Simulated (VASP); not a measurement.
# LiBr (Fm-3m) in VASP: notebook

LiBr is run at these levels: PBEsol; tasks: single point, relaxation of cell and atoms.

Program: VASP 6.6.1. These are calculated values, not measurements. Logs are shortened: lines on timing, memory, paths and dates and some standing lists are left out, and cuts for length are marked.

### 1 The cell of the first run

The structure is cubic, space group Fm-3m (No. 225). Conventional cell: a = 5.423 Å, b = 5.423 Å, c = 5.423 Å, α = 90.00°, β = 90.00°, γ = 90.00°. Within 3.6 Å of Li (site symmetry m-3m) lie 6 Br at 2.71 Å. Br (site symmetry m-3m) has 6 Li at 2.71 Å within 3.6 Å.

### 2 Single point, PBEsol

INCAR

```
PREC = Accurate
ENCUT = 750
EDIFF = 1E-6
ISMEAR = 0
SIGMA = 0.01
LREAL = False
LASPH = True
NELM = 120
ALGO = Normal
ISIF = 2
LWAVE = False
LCHARG = False
GGA = PS
NBANDS = 12
GGA_COMPAT = False
```

KPOINTS

```
Automatic mesh
0
Gamma
  4 4 4
```

POSCAR

```
LiBr
1.0
    0.0000000000      2.7115587664      2.7115587664
    2.7115587664      0.0000000000      2.7115587664
    2.7115587664      2.7115587664      0.0000000000
Li Br
1 1
Direct
    0.0000000000      0.0000000000      0.0000000000
    0.5000000000      0.5000000000      0.5000000000
```

Potentials or basis: VASP PAW PBE potentials, release 64 (Li_sv, Br).

Launch:

```
$ cat potpaw_PBE.64/Li_sv/POTCAR potpaw_PBE.64/Br/POTCAR > POTCAR
$ mpirun -np 1 vasp_std > vasp.out
```

OUTCAR:

```text
PREC = Accurate
   ENCUT = 750
   EDIFF = 1E-6
   ISMEAR = 0
   LREAL = False
   LASPH = True
   NELM = 120
   ISIF = 2
   GGA = PS

 ion  position               nearest neighbor table
   1  0.000  0.000  0.000-
   2  0.500  0.500  0.500-

  LATTYP: Found a face centered cubic cell.
 ALAT       =     5.4231175328

  Lattice vectors:

 A1 = (   0.0000000000,   2.7115587664,   2.7115587664)
 A2 = (   2.7115587664,   0.0000000000,   2.7115587664)
 A3 = (   2.7115587664,   2.7115587664,   0.0000000000)

Analysis of symmetry for initial positions (statically):
=====================================================================
 Subroutine PRICEL returns:
 Original cell was already a primitive cell.

 Routine SETGRP: Setting up the symmetry group for a
 face centered cubic supercell.

 Subroutine GETGRP returns: Found 48 space group operations
 (whereof 48 operations were pure point group operations)
 out of a pool of 48 trial point group operations.

The static configuration has the point symmetry O_h .

Analysis of symmetry for dynamics (positions and initial velocities):
=====================================================================
 Subroutine PRICEL returns:
 Original cell was already a primitive cell.

 Routine SETGRP: Setting up the symmetry group for a
 face centered cubic supercell.

 Subroutine GETGRP returns: Found 48 space group operations
 (whereof 48 operations were pure point group operations)
 out of a pool of 48 trial point group operations.

The dynamic configuration has the point symmetry O_h .

 Subroutine INISYM returns: Found 48 space group operations
 (whereof 48 operations are pure point group operations),
 and found     1 'primitive' translations

----------------------------------------------------------------------------------------

                                     Primitive cell

  volume of cell :      39.8737

  direct lattice vectors                    reciprocal lattice vectors
     0.000000000  2.711558766  2.711558766    -0.184395782  0.184395782  0.184395782
     2.711558766  0.000000000  2.711558766     0.184395782 -0.184395782  0.184395782
     2.711558766  2.711558766  0.000000000     0.184395782  0.184395782 -0.184395782

  length of vectors
     3.834723183  3.834723183  3.834723183     0.319382864  0.319382864  0.319382864

  position of ions in fractional coordinates (direct lattice)
     0.000000000  0.000000000  0.000000000
     0.500000000  0.500000000  0.500000000

  ion indices of the primitive-cell ions
   primitive index   ion index
                 1           1
                 2           2

----------------------------------------------------------------------------------------

 KPOINTS: Automatic mesh

Automatic generation of k-mesh.
 Grid dimensions read from file:
 generate k-points for:    4    4    4

 Generating k-lattice:

  Cartesian coordinates                     Fractional coordinates (reciprocal lattice)
    -0.046098946  0.046098946  0.046098946     0.250000000  0.000000000  0.000000000
     0.046098946 -0.046098946  0.046098946     0.000000000  0.250000000  0.000000000
     0.046098946  0.046098946 -0.046098946     0.000000000  0.000000000  0.250000000

  Length of vectors
     0.079845716  0.079845716  0.079845716

  Shift w.r.t. Gamma in fractional coordinates (k-lattice)
     0.000000000  0.000000000  0.000000000

 Subroutine IBZKPT returns following result:
 ===========================================

 Found      8 irreducible k-points:

 Following reciprocal coordinates:
            Coordinates               Weight
  0.000000  0.000000  0.000000      1.000000
  0.250000  0.000000  0.000000      8.000000
  0.500000  0.000000  0.000000      4.000000
  0.250000  0.250000  0.000000      6.000000
  0.500000  0.250000  0.000000     24.000000
 -0.250000  0.250000  0.000000     12.000000
  0.500000  0.500000  0.000000      3.000000
 -0.250000  0.500000  0.250000      6.000000
   k-points           NKPTS =      8   k-points in BZ     NKDIM =      8   number of bands    NBANDS=     12
   number of dos      NEDOS =    301   number of ions     NIONS =      2
   total plane-waves  NPLWV =  46656
   dimension x,y,z NGX =    36 NGY =   36 NGZ =   36
   dimension x,y,z NGXF=    72 NGYF=   72 NGZF=   72
   ions per type =               1   1
   NGX,Y,Z   is equivalent  to a cutoff of  15.61, 15.61, 15.61 a.u.
   NGXF,Y,Z  is equivalent  to a cutoff of  31.21, 31.21, 31.21 a.u.
 SYSTEM =  unknown system
   PREC   = accura    normal or accurate (medium, high low for compatibility)
   ISTART =      0    job   : 0-new  1-cont  2-samecut
   ICHARG =      2    charge: 1-file 2-atom 10-const
   ISPIN  =      1    spin polarized calculation?
   LNONCOLLINEAR =      F non collinear calculations
   LSORBIT =      F    spin-orbit coupling
   LASPH  =      T    aspherical Exc in radial PAW
   ENCUT  =  750.0 eV  55.12 Ry    7.42 a.u.   8.56  8.56  8.56*2*pi/ulx,y,z
   NELM   =    120;   NELMIN=  2; NELMDL= -5     # of ELM steps
   EDIFF  = 0.1E-05   stopping-criterion for ELM
   LREAL  =      F    real-space projection
   EDIFFG = 0.1E-04   stopping-criterion for IOM
   NSW    =      0    number of steps for IOM
   IBRION =     -1    ionic relax: 0-MD 1-quasi-New 2-CG
   NFREE  =      0    steps in history (QN), initial steepest desc. (CG)
   ISIF   =      2    stress and relaxation
   ISYM   =      2    0-nonsym 1-usesym 2-fastsym
   POTIM  = 0.5000    time-step for ionic-motion
   TEBEG  =    0.0;   TEEND  =   0.0 temperature during run
   PSTRESS=    0.0 pullay stress
   NELECT =      10.0000    total number of electrons
   NUPDOWN=      -1.0000    fix difference up-down
   EMIN   =  10.00;   EMAX   =-10.00  energy-range for DOS
   EFERMI =   0.00;   METHOD = LEGACY
   ISMEAR =     0;   SIGMA  =   0.01  broadening in eV -4-tet -1-fermi 0-gaus
   EFERMI_NEDOS =   21; number of points for ismear=-14 and -15
   IALGO  =     38    algorithm
   IMIX   =      4    mixing-type and parameters
     AMIX     =   0.40;   BMIX     =  1.00
     AMIX_MAG =   1.60;   BMIX_MAG =  1.00
  volume/ion in A,a.u.               =      19.94       134.54
  Fermi-wavevector in a.u.,A,eV,Ry     =   1.032395  1.950943 14.501620  1.065839
  Thomas-Fermi vector in A             =   2.166590
   LORBIT       =      0    0 simple, 1 ext, 2 COOP (PROOUT), +10 PAW based schemes
   GGA     = PS    functional components
   LHFCALC =     F    Hartree Fock is set to
   AEXX    =    0.0000 exact exchange contribution
   IVDW    =     0    specifies the selected vdW correction
   LEPSILON=     F    determine dielectric tensor
   LRPA    =     F    only Hartree local field effects (RPA)
 non-spin polarized calculation
 Gauss-broadening in eV      SIGMA  =   0.01
  energy-cutoff  :      750.00
  volume of cell :       39.87
 maximum number of plane-waves:      1880
 NGX is ok and might be reduce to    36
   NGX = 17   NGY = 17   NGZ = 17

 number of electron      10.0000001 magnetization

 Free energy of the ion-electron system (eV)
  ---------------------------------------------------
  ext. energy  EPLUGINS =         0.00000000
  ---------------------------------------------------
  free energy    TOTEN  =        -6.92167236 eV

  energy without entropy =       -6.92167236  energy(sigma->0) =       -6.92167236

 E-fermi :   0.7002     XC(G=0):  -8.7614

 val. band max:        0.5518086547   @ k =   0.0000   0.0000   0.0000
 cond. band min:       5.5035318861   @ k =   0.0000   0.0000   0.0000
 fundamental gap:      4.9517232314
 Fermi energy:         0.7002384872

 k-point     1 :       0.0000    0.0000    0.0000
  band No.  band energies     occupation
      1     -43.0783      2.00000
      2     -13.0563      2.00000
      3       0.5518      2.00000
      4       0.5518      2.00000
      5       0.5518      2.00000
      6       5.5035      0.00000
      7      10.9650      0.00000
      8      10.9650      0.00000
      9      10.9650      0.00000
     10      12.8948      0.00000
     11      12.8948      0.00000
     12      12.8948      0.00000

 k-point     2 :       0.2500    0.0000    0.0000
  band No.  band energies     occupation
      1     -43.0777      2.00000
      2     -12.8057      2.00000
      3      -1.2648      2.00000
      4       0.3990      2.00000
      5       0.3990      2.00000
      6       6.4742      0.00000
      7       9.7009      0.00000
      8       9.7009      0.00000
      9      10.3293      0.00000
     10      12.9015      0.00000
     11      12.9015      0.00000
     12      13.6114      0.00000

 k-point     3 :       0.5000    0.0000    0.0000
  band No.  band energies     occupation
      1     -43.0769      2.00000
      2     -12.5245      2.00000
      3      -2.5651      2.00000
      4       0.2642      2.00000
      5       0.2642      2.00000
      6       6.0239      0.00000
      7       8.5754      0.00000
      8       8.5754      0.00000
      9      12.6374      0.00000
     10      14.5841      0.00000
     11      16.4826      0.00000
     12      16.4826      0.00000

 k-point     4 :       0.2500    0.2500    0.0000
  band No.  band energies     occupation
      1     -43.0774      2.00000
      2     -12.7135      2.00000
      3      -1.1776      2.00000
      4      -0.1264      2.00000
      5      -0.1264      2.00000
      6       7.7910      0.00000
      7       8.5841      0.00000
      8       8.9143      0.00000
      9      11.6528      0.00000
     10      11.6528      0.00000
     11      14.8284      0.00000
     12      16.0599      0.00000

 k-point     5 :       0.5000    0.2500    0.0000
  band No.  band energies     occupation
      1     -43.0767      2.00000
      2     -12.4192      2.00000
      3      -2.1984      2.00000
      4      -0.9180      2.00000
      5      -0.2624      2.00000
      6       7.2678      0.00000
      7       8.9335      0.00000
      8      10.3178      0.00000
      9      10.4153      0.00000
     10      13.4507      0.00000
     11      16.9640      0.00000
     12      17.2689      0.00000

 k-point     6 :      -0.2500    0.2500    0.0000
  band No.  band energies     occupation
      1     -43.0769      2.00000
      2     -12.5237      2.00000
      3      -1.8185      2.00000
      4      -1.0721      2.00000
      5       0.2330      2.00000
      6       7.4009      0.00000
      7       9.2885      0.00000
      8       9.7060      0.00000
      9      10.0162      0.00000
     10      13.3140      0.00000
     11      15.2987      0.00000
     12      16.0741      0.00000

 k-point     7 :       0.5000    0.5000    0.0000
  band No.  band energies     occupation
      1     -43.0765      2.00000
      2     -12.3056      2.00000
      3      -2.5872      2.00000
      4      -0.6921      2.00000
      5      -0.6921      2.00000
      6       6.7614      0.00000
      7       7.4147      0.00000
      8      12.3943      0.00000
      9      13.1779      0.00000
     10      13.1779      0.00000
     11      16.4960      0.00000
     12      18.2720      0.00000

 k-point     8 :      -0.2500    0.5000    0.2500
  band No.  band energies     occupation
      1     -43.0765      2.00000
      2     -12.3113      2.00000
      3      -1.7921      2.00000
      4      -1.7921      2.00000
      5      -0.6914      2.00000
      6       8.6398      0.00000
      7       9.1010      0.00000
      8       9.9780      0.00000
      9       9.9780      0.00000
     10      14.7111      0.00000
     11      14.7111      0.00000
     12      18.2605      0.00000

------------------------ aborting loop because EDIFF is reached ----------------------------------------

  FORCE on cell =-STRESS in cart. coord.  units (eV):
  Direction    XX          YY          ZZ          XY          YZ          ZX
  --------------------------------------------------------------------------------------
  -------------------------------------------------------------------------------------
  Total       -0.0058137     -0.0058137     -0.0058137      0.0000000      0.0000000      0.0000000
  in kB       -0.2336007     -0.2336007     -0.2336007      0.0000000      0.0000000      0.0000000
  external PRESSURE =      -0.2336007 kB  Pullay stress =       0.0000000 kB

 VOLUME and BASIS-vectors are now :
 -----------------------------------------------------------------------------
  energy-cutoff  :      750.00
  volume of cell :       39.87
      direct lattice vectors                 reciprocal lattice vectors
     0.000000000  2.711558766  2.711558766    -0.184395782  0.184395782  0.184395782
     2.711558766  0.000000000  2.711558766     0.184395782 -0.184395782  0.184395782
     2.711558766  2.711558766  0.000000000     0.184395782  0.184395782 -0.184395782

 POSITION                                       TOTAL-FORCE (eV/Angst)
 -----------------------------------------------------------------------------------
      0.00000      0.00000      0.00000         0.000000      0.000000      0.000000
      2.71156      2.71156      2.71156        -0.000000     -0.000000     -0.000000
 -----------------------------------------------------------------------------------
    total drift:                                0.000000      0.000000      0.000000

  FREE ENERGIE OF THE ION-ELECTRON SYSTEM (eV)
  ---------------------------------------------------
  free  energy   TOTEN  =        -6.9216723621 eV

  energy  without entropy=       -6.9216723621  energy(sigma->0) =       -6.92167236
```

It took 16 s on 1 thread of Intel Xeon 8259CL, shared host; peak memory 0.19 GiB.

Results:

- Free energy: -6.9217 eV
- Pressure: 0.0 GPa
- Band gap on the k mesh: 4.95 eV, direct

Caveat: the k points lie up to 0.50 Å⁻¹ apart; the PAW data sets were made with another functional, which shifts forces and pressure a little.

### 3 Relaxation of cell and atoms, PBEsol

This run uses another cell than the first one, of 20.81 Å³/atom, 1.044 times its volume.

INCAR

```
PREC = Accurate ; ENCUT = 750
EDIFF = 1E-7 ; ISMEAR = 0
SIGMA = 0.01 ; LREAL = F
LASPH = T ; NELM = 120
ALGO = Normal ; ISIF = 3
LWAVE = F ; LCHARG = F
GGA = PS ; IBRION = 2
NSW = 80 ; EDIFFG = -0.02
GGA_COMPAT = F ; NELMIN = 4
```

KPOINTS is that of step 2.

POSCAR

```
LiBr
1.0
    0.0000000000      2.7506500000      2.7506500000
    2.7506500000      0.0000000000      2.7506500000
    2.7506500000      2.7506500000      0.0000000000
Li Br
1 1
Direct
    0.0000000000      0.0000000000      0.0000000000
    0.5000000000      0.5000000000      0.5000000000
```

Potentials or basis: VASP PAW PBE potentials, release 64 (Li_sv, Br).

Launch:

```
$ cat potpaw_PBE.64/Li_sv/POTCAR potpaw_PBE.64/Br/POTCAR > POTCAR
$ mpirun -np 1 vasp_std > vasp.out
```

Run time: 38 s. Hardware: 1 thread of Intel Xeon 8259CL, shared host; peak memory 0.2 GiB.

The run converged. Its results:

```
Free energy                            : -6.9220 eV
Relaxed volume                         : 19.94 Å³/atom
Relaxed cell                           : a = 3.835 Å, b = 3.835 Å, c = 3.835 Å, α = 60.00°, β = 60.00°, γ = 60.00°
Space group after relaxing (to 0.05 Å) : Fm-3m (No. 225)
Energy gained by relaxing              : 3.3 meV/atom
Ionic steps                            : 3
Pressure after relaxing                : 0.0 GPa
Band gap on the k mesh                 : 4.95 eV, direct
```

The path:
```tsv
step	energy change (eV)	largest force (eV/Å)	pressure (GPa)	volume (Å³)
1	0.0000	0.0000	-1.16	41.62
2	-0.0050	0.0000	-0.61	40.72
3	-0.0067	0.0000	-0.02	39.87
```

Final structure:
```yaml
crystal:
  lattice:
    - [0.00000, 2.71154, 2.71154]
    - [2.71154, 0.00000, 2.71154]
    - [2.71154, 2.71154, 0.00000]
  atoms:
    - { symbol: Li, position: [0.00000, 0.00000, 0.00000] }
    - { symbol: Br, position: [0.50000, 0.50000, 0.50000] }
```

Levels at points of the mesh, in eV from the valence-band top:
| k point | band 2 | band 3 | band 4 | band 5 | band 6 | band 7 | band 8 | band 9 |
| --- | --- | --- | --- | --- | --- | --- | --- | --- |
| (0.00, 0.00, 0.00) | -13.61 | 0.00 | 0.00 | 0.00 | 4.95 | 10.41 | 10.41 | 10.41 |
| (0.50, 0.00, 0.00) | -13.08 | -3.12 | -0.29 | -0.29 | 5.47 | 8.02 | 8.02 | 12.08 |
| (0.50, 0.50, 0.00) | -12.86 | -3.14 | -1.24 | -1.24 | 6.21 | 6.86 | 11.84 | 12.63 |

Caveat: the k points lie up to 0.50 Å⁻¹ apart in the final cell; the PAW data sets were made with another functional, which shifts forces and pressure a little. Expect the measured gap to be larger: semilocal functionals such as PBEsol lack the derivative discontinuity.
